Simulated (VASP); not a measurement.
# Al (Cm) in VASP: notebook

Runs on Al. Level: PBE. Tasks: single point.

All numbers are computed with VASP 6.6.1; they aren't measurements. Logs are shortened: lines on timing, memory, paths and dates and some standing lists are left out, and cuts for length are marked.

## (1) The cell of the first run

Symmetry: Cm, No. 8, monoclinic system. Conventional cell: a = 9.150 Å, b = 6.470 Å, c = 6.470 Å, α = 90.00°, β = 135.00°, γ = 90.00°. Al (site symmetry m) has 3 Al at 1.81 to 2.26 Å within 2.4 Å. Al (site symmetry 1) has 14 Al at 2.80 to 3.30 Å within 3.7 Å. Within 3.7 Å of Al (site symmetry m) lie 15 Al at 2.80 to 3.57 Å. Within 2.4 Å of Al (site symmetry 1) lie 1 Al at 1.81 Å. Al (site symmetry m) has 13 Al at 2.58 to 3.23 Å within 3.4 Å. Al (site symmetry m) has 9 Al at 2.26 to 2.80 Å within 3.0 Å.

## (2) Single point, PBE (atom 1 (Al) moved by -1.180 Å along [1 0 0] and -0.944 Å along [0 1 0])

File INCAR:

```
SYSTEM = Al
PREC = Accurate
ENCUT = 520
EDIFF = 1E-7
ISMEAR = 0
SIGMA = 0.15
LREAL = .False.
LASPH = .True.
NELM = 100
ALGO = Fast
ISIF = 2
LWAVE = .False.
LCHARG = .False.
GGA = PE
NBANDS = 22
```

File KPOINTS:

```
regular mesh
0
Gamma
  10 10 10
  0 0 0
```

File POSCAR:

```
Al
1.0
    3.2349246271     -3.2349246271     -3.2349246271
   -3.2349246271      3.2349246271     -3.2349246271
    3.2349246271      3.2349246271      3.2349246271
Al
8
Direct
    0.3176155342      0.3540924274     -0.3282920384
    0.5000000000      0.0000000000      0.0000000000
    0.0000000000      0.5000000000      0.0000000000
    0.0000000000      0.0000000000      0.0000000000
    0.5000000000      0.5000000000      0.5000000000
    0.5000000000      0.0000000000      0.5000000000
    0.0000000000      0.5000000000      0.5000000000
    0.0000000000      0.0000000000      0.5000000000
```

Potentials or basis: VASP PAW PBE potentials, release 64 (Al).

Launch:

```console
$ cat potpaw_PBE.64/Al/POTCAR > POTCAR
$ mpirun -np 1 vasp_std > vasp.out
```

OUTCAR:

```text
SYSTEM = Al
   PREC = Accurate
   ENCUT = 520
   EDIFF = 1E-7
   ISMEAR = 0
   LREAL = .False.
   LASPH = .True.
   NELM = 100
   ISIF = 2
   GGA = PE

 ion  position               nearest neighbor table
   1  0.318  0.354  0.672-   5 1.81   8 1.81   7 2.26   6 2.58   2 3.06   3 3.06   4 3.08   3 3.30
                             2 3.30
   2  0.500  0.000  0.000-   4 2.80   6 2.80   7 2.80   6 2.80   4 2.80   7 2.80   1 3.06   5 3.23
                             5 3.23   8 3.23   8 3.23   3 3.23   3 3.23   1 3.30
   3  0.000  0.500  0.000-   4 2.80   6 2.80   7 2.80   7 2.80   4 2.80   6 2.80   1 3.06   2 3.23
                             5 3.23   8 3.23   5 3.23   2 3.23   8 3.23   1 3.30
   4  0.000  0.000  0.000-   2 2.80   3 2.80   5 2.80   8 2.80   8 2.80   3 2.80   2 2.80   5 2.80
                             1 3.08   7 3.23   7 3.23   6 3.23   6 3.23
   5  0.500  0.500  0.500-   1 1.81   4 2.80   6 2.80   7 2.80   6 2.80   7 2.80   4 2.80   3 3.23
                             2 3.23   2 3.23   3 3.23   8 3.23   8 3.23
   6  0.500  0.000  0.500-   1 2.58   2 2.80   3 2.80   5 2.80   8 2.80   2 2.80   5 2.80   8 2.80
                             3 2.80   7 3.23   4 3.23   7 3.23   4 3.23
   7  0.000  0.500  0.500-   1 2.26   2 2.80   3 2.80   5 2.80   8 2.80   3 2.80   8 2.80   5 2.80
                             2 2.80   4 3.23   6 3.23   6 3.23   4 3.23
   8  0.000  0.000  0.500-   1 1.81   4 2.80   6 2.80   7 2.80   4 2.80   7 2.80   6 2.80   5 3.23
                             3 3.23   3 3.23   2 3.23   2 3.23   5 3.23

  LATTYP: Found a body centered cubic cell.
 ALAT       =     6.4698492542

  Lattice vectors:

 A1 = (   3.2349246271,  -3.2349246271,  -3.2349246271)
 A2 = (  -3.2349246271,   3.2349246271,  -3.2349246271)
 A3 = (   3.2349246271,   3.2349246271,   3.2349246271)

Analysis of symmetry for initial positions (statically):
=====================================================================
 Subroutine PRICEL returns:
 Original cell was already a primitive cell.

 Routine SETGRP: Setting up the symmetry group for a
 body centered cubic supercell.

 Subroutine GETGRP returns: Found  2 space group operations
 (whereof  2 operations were pure point group operations)
 out of a pool of 48 trial point group operations.

The static configuration has the point symmetry C_1h.

Analysis of symmetry for dynamics (positions and initial velocities):
=====================================================================
 Subroutine PRICEL returns:
 Original cell was already a primitive cell.

 Routine SETGRP: Setting up the symmetry group for a
 body centered cubic supercell.

 Subroutine GETGRP returns: Found  2 space group operations
 (whereof  2 operations were pure point group operations)
 out of a pool of 48 trial point group operations.

The dynamic configuration has the point symmetry C_1h.

 Subroutine INISYM returns: Found  2 space group operations
 (whereof  2 operations are pure point group operations),
 and found     1 'primitive' translations

----------------------------------------------------------------------------------------

                                     Primitive cell

  volume of cell :     135.4105

  direct lattice vectors                    reciprocal lattice vectors
     3.234924627 -3.234924627 -3.234924627     0.154563107  0.000000000 -0.154563107
    -3.234924627  3.234924627 -3.234924627     0.000000000  0.154563107 -0.154563107
     3.234924627  3.234924627  3.234924627     0.154563107  0.154563107  0.000000000

  length of vectors
     5.603053813  5.603053813  5.603053813     0.218585242  0.218585242  0.218585242

  position of ions in fractional coordinates (direct lattice)
     0.317615534  0.354092427  0.671707962
     0.500000000  0.000000000  0.000000000
     0.000000000  0.500000000  0.000000000
     0.000000000  0.000000000  0.000000000
     0.500000000  0.500000000  0.500000000
     0.500000000  0.000000000  0.500000000
     0.000000000  0.500000000  0.500000000
     0.000000000  0.000000000  0.500000000

  ion indices of the primitive-cell ions
   primitive index   ion index
                 1           1
                 2           2
                 3           3
                 4           4
                 5           5
                 6           6
                 7           7
                 8           8

----------------------------------------------------------------------------------------

 KPOINTS: regular mesh

Automatic generation of k-mesh.
 Grid dimensions read from file:
 generate k-points for:   10   10   10

 Generating k-lattice:

  Cartesian coordinates                     Fractional coordinates (reciprocal lattice)
     0.015456311  0.000000000 -0.015456311     0.100000000  0.000000000  0.000000000
     0.000000000  0.015456311 -0.015456311     0.000000000  0.100000000  0.000000000
     0.015456311  0.015456311  0.000000000     0.000000000  0.000000000  0.100000000

  Length of vectors
     0.021858524  0.021858524  0.021858524

  Shift w.r.t. Gamma in fractional coordinates (k-lattice)
     0.000000000  0.000000000  0.000000000

 Subroutine IBZKPT returns following result:
 ===========================================

 Found    282 irreducible k-points:

 Following reciprocal coordinates:
            Coordinates               Weight
  0.000000  0.000000  0.000000      1.000000
  0.100000  0.000000  0.000000      4.000000
  0.000000  0.100000  0.000000      4.000000
  0.000000  0.000000  0.100000      2.000000
  0.100000 -0.100000  0.000000      2.000000
  0.200000  0.000000  0.000000      4.000000
[... 16 lines left out ...]
  0.000000  0.100000  0.100000      4.000000
  0.100000  0.000000  0.100000      4.000000
 [... further k-points ...]
   k-points           NKPTS =    282   k-points in BZ     NKDIM =    282   number of bands    NBANDS=     22
   number of dos      NEDOS =    301   number of ions     NIONS =      8
   total plane-waves  NPLWV =  74088
   dimension x,y,z NGX =    42 NGY =   42 NGZ =   42
   dimension x,y,z NGXF=    84 NGYF=   84 NGZF=   84
   ions per type =               8
   NGX,Y,Z   is equivalent  to a cutoff of  12.46, 12.46, 12.46 a.u.
   NGXF,Y,Z  is equivalent  to a cutoff of  24.92, 24.92, 24.92 a.u.
 SYSTEM =  Al
   PREC   = accura    normal or accurate (medium, high low for compatibility)
   ISTART =      0    job   : 0-new  1-cont  2-samecut
   ICHARG =      2    charge: 1-file 2-atom 10-const
   ISPIN  =      1    spin polarized calculation?
   LNONCOLLINEAR =      F non collinear calculations
   LSORBIT =      F    spin-orbit coupling
   LASPH  =      T    aspherical Exc in radial PAW
   ENCUT  =  520.0 eV  38.22 Ry    6.18 a.u.  10.42 10.42 10.42*2*pi/ulx,y,z
   NELM   =    100;   NELMIN=  2; NELMDL= -5     # of ELM steps
   EDIFF  = 0.1E-06   stopping-criterion for ELM
   LREAL  =      F    real-space projection
   EDIFFG = 0.1E-05   stopping-criterion for IOM
   NSW    =      0    number of steps for IOM
   IBRION =     -1    ionic relax: 0-MD 1-quasi-New 2-CG
   NFREE  =      0    steps in history (QN), initial steepest desc. (CG)
   ISIF   =      2    stress and relaxation
   ISYM   =      2    0-nonsym 1-usesym 2-fastsym
   POTIM  = 0.5000    time-step for ionic-motion
   TEBEG  =    0.0;   TEEND  =   0.0 temperature during run
   PSTRESS=    0.0 pullay stress
   NELECT =      24.0000    total number of electrons
   NUPDOWN=      -1.0000    fix difference up-down
   EMIN   =  10.00;   EMAX   =-10.00  energy-range for DOS
   EFERMI =   0.00;   METHOD = LEGACY
   ISMEAR =     0;   SIGMA  =   0.15  broadening in eV -4-tet -1-fermi 0-gaus
   EFERMI_NEDOS =   21; number of points for ismear=-14 and -15
   IALGO  =     68    algorithm
   IMIX   =      4    mixing-type and parameters
     AMIX     =   0.40;   BMIX     =  1.00
     AMIX_MAG =   1.60;   BMIX_MAG =  1.00
  volume/ion in A,a.u.               =      16.93       114.22
  Fermi-wavevector in a.u.,A,eV,Ry     =   0.919590  1.737774 11.505718  0.845646
  Thomas-Fermi vector in A             =   2.044801
   LORBIT       =      0    0 simple, 1 ext, 2 COOP (PROOUT), +10 PAW based schemes
   GGA     = PE    functional components
   LHFCALC =     F    Hartree Fock is set to
   AEXX    =    0.0000 exact exchange contribution
   IVDW    =     0    specifies the selected vdW correction
   LEPSILON=     F    determine dielectric tensor
   LRPA    =     F    only Hartree local field effects (RPA)
 non-spin polarized calculation
 RMM-DIIS sequential band-by-band and
 Gauss-broadening in eV      SIGMA  =   0.15
  energy-cutoff  :      520.00
  volume of cell :      135.41
 maximum number of plane-waves:      3670
 NGX is ok and might be reduce to    42
   NGX = 21   NGY = 21   NGZ = 21

 number of electron      24.0000000 magnetization

 Free energy of the ion-electron system (eV)
  ---------------------------------------------------
  ext. energy  EPLUGINS =         0.00000000
  ---------------------------------------------------
  free energy    TOTEN  =       -19.98500894 eV

  energy without entropy =      -19.95201380  energy(sigma->0) =      -19.96851137

 E-fermi :   7.5552     XC(G=0):  -9.9930

 val. band max:        7.5533831863   @ k =   0.3000   0.4000   0.5000
 cond. band min:       7.5612173785   @ k =   0.4000   0.4000  -0.4000
 fundamental gap:      0.0078341922
 Fermi energy:         7.5551696790

 k-point     1 :       0.0000    0.0000    0.0000
  band No.  band energies     occupation
      1      -3.6232      2.00000
      2       1.6362      2.00000
      3       2.3710      2.00000
      4       2.5016      2.00000
      5       3.0716      2.00000
      6       3.1436      2.00000
[... 14 lines left out ...]
     21      14.0705      0.00000
     22      14.5673      0.00000

 k-point     2 :       0.1000    0.0000    0.0000
  band No.  band energies     occupation
      1      -3.5591      2.00000
      2       1.2453      2.00000
      3       2.1756      2.00000
      4       2.4053      2.00000
      5       2.8071      2.00000
      6       3.1547      2.00000
[... 542 lines left out ...]
 k-point    24 :       0.1000    0.0000    0.1000
  band No.  band energies     occupation
      1      -3.4399      2.00000
      2       0.8940      2.00000
      3       1.6749      2.00000
      4       2.1719      2.00000
      5       2.5069      2.00000
      6       3.0920      2.00000
[... 14 lines left out ...]
     21      13.3263      0.00000
     22      13.5049      0.00000

 [... further k-points ...]

------------------------ aborting loop because EDIFF is reached ----------------------------------------

  FORCE on cell =-STRESS in cart. coord.  units (eV):
  Direction    XX          YY          ZZ          XY          YZ          ZX
  --------------------------------------------------------------------------------------
  -------------------------------------------------------------------------------------
  Total        7.3176744      7.9145317     42.1768177      2.5498295      0.0000000      0.0000000
  in kB       86.5827104     93.6447240    499.0360280     30.1695784      0.0000000      0.0000000
  external PRESSURE =     226.4211541 kB  Pullay stress =       0.0000000 kB

 VOLUME and BASIS-vectors are now :
 -----------------------------------------------------------------------------
  energy-cutoff  :      520.00
  volume of cell :      135.41
      direct lattice vectors                 reciprocal lattice vectors
     3.234924627 -3.234924627 -3.234924627     0.154563107  0.000000000 -0.154563107
    -3.234924627  3.234924627 -3.234924627     0.000000000  0.154563107 -0.154563107
     3.234924627  3.234924627  3.234924627     0.154563107  0.154563107  0.000000000

 POSITION                                       TOTAL-FORCE (eV/Angst)
 -----------------------------------------------------------------------------------
      2.05492      2.29092      0.00000         9.879785     10.550862     -0.000000
      1.61746     -1.61746     -1.61746         0.035843      0.063457      0.006504
     -1.61746      1.61746     -1.61746         0.035843      0.063457     -0.006504
      0.00000      0.00000      0.00000         0.074969      0.100905      0.000000
      1.61746      1.61746     -1.61746        -3.771218     -5.683619    -13.546144
      3.23492      0.00000      0.00000         0.062228     -0.399338      0.000000
      0.00000      3.23492      0.00000        -2.546230      0.987895      0.000000
      1.61746      1.61746      1.61746        -3.771218     -5.683619     13.546144
 -----------------------------------------------------------------------------------
    total drift:                                0.000003     -0.000008      0.000000

  FREE ENERGIE OF THE ION-ELECTRON SYSTEM (eV)
  ---------------------------------------------------
  free  energy   TOTEN  =       -19.9850089448 eV

  energy  without entropy=      -19.9520138035  energy(sigma->0) =      -19.96851137
```

Run time: 31 min. Hardware: 1 thread of Oxide Virtual Turin-like, shared host; peak memory 0.63 GiB.

What came out:

```yaml
Free_energy: -19.9850 eV
Pressure: 22.6 GPa
Largest_force: 15.167 eV/Å
Band_gap_on_the_k_mesh: zero (bands 12 and 13 overlap by 2.63 eV)
```

Forces on the atoms (eV/Å):
```
Al    9.880  10.551   0.000
Al    0.036   0.063   0.007
Al    0.036   0.063  -0.007
Al    0.075   0.101   0.000
Al   -3.771  -5.684 -13.546
Al    0.062  -0.399   0.000
Al   -2.546   0.988   0.000
Al   -3.771  -5.684  13.546
```

Stress tensor (GPa, compression positive):
```
 8.66  3.02  0.00
 3.02  9.36  0.00
 0.00  0.00 49.90
```

Caveat: the cell differs from its parent crystal (atom 1 (Al) moved by -1.180 Å along [1 0 0] and -0.944 Å along [0 1 0]); the stress differs along the axes, from 9 to 50 GPa; forces of over 1 eV/Å act on the atoms, so gaps and moduli don't describe the material at rest.

## (3) Single point, PBE (atom 1 (Al) moved by -1.180 Å along [1 0 0] and -0.472 Å along [0 1 0])

File INCAR:

```
PREC = Accurate ; ENCUT = 520
EDIFF = 1E-6 ; ISMEAR = 0
SIGMA = 0.15 ; LREAL = False
LASPH = True ; NELM = 100
ALGO = Fast ; ISIF = 2
LWAVE = False ; LCHARG = False
GGA = PE ; NBANDS = 22
```

File KPOINTS:

```
regular mesh
0
Gamma
  10 10 10
```

POSCAR: that of step 2 with these lines changed.

```diff
@@ -8,3 +8,3 @@
 Direct
-    0.3176155342      0.3540924274     -0.3282920384
+    0.3176155342      0.4270462137     -0.2553382521
     0.5000000000      0.0000000000      0.0000000000
```

Potentials or basis: VASP PAW PBE potentials, release 64 (Al).

Launch:

```console
$ cat potpaw_PBE.64/Al/POTCAR > POTCAR
$ mpirun -np 1 vasp_std > vasp.out
```

It took 22 min on 1 thread of Oxide Virtual Turin-like, shared host; peak memory 0.63 GiB.

Results (log left out):

```yaml
Free_energy: -24.1601 eV
Pressure: 15.0 GPa
Largest_force: 10.848 eV/Å
Band_gap_on_the_k_mesh: zero (bands 12 and 13 overlap by 3.08 eV)
```

Forces in eV/Å, atoms in the order of the input:
```
Al   8.800  6.343  0.000
Al  -0.041  0.399 -0.251
Al  -0.041  0.399  0.251
Al  -0.048  0.021  0.000
Al  -1.699 -4.170 -5.905
Al  -0.129  0.102  0.000
Al  -5.142  1.077  0.000
Al  -1.699 -4.170  5.905
```

Stress tensor (GPa, compression positive):
```
12.73  1.72  0.00
 1.72 11.10  0.00
 0.00  0.00 21.27
```

Levels at points of the mesh, in eV from the Fermi level:
| k point | band 10 | band 11 | band 12 | band 13 | band 14 | band 15 |
| --- | --- | --- | --- | --- | --- | --- |
| (0.00, 0.00, 0.00) | -3.65 | -3.22 | -3.18 | -1.95 | 1.69 | 1.88 |
| (0.50, 0.00, 0.00) | -1.54 | -0.01 | 0.12 | 0.59 | 0.92 | 1.10 |
| (0.00, 0.50, 0.00) | -1.82 | -0.25 | 0.49 | 0.59 | 0.94 | 1.05 |
| (0.00, 0.00, 0.50) | -1.46 | 0.23 | 0.54 | 0.64 | 0.76 | 1.08 |
| (0.50, 0.50, 0.00) | -1.74 | -0.20 | -0.02 | 0.57 | 0.74 | 1.23 |
| (0.50, 0.50, 0.50) | -0.78 | -0.55 | -0.28 | -0.22 | 0.55 | 3.53 |

Caveat: the cell differs from its parent crystal (atom 1 (Al) moved by -1.180 Å along [1 0 0] and -0.472 Å along [0 1 0]); the stress differs along the axes, from 11 to 21 GPa; forces of over 1 eV/Å act on the atoms, so gaps and moduli don't describe the material at rest.
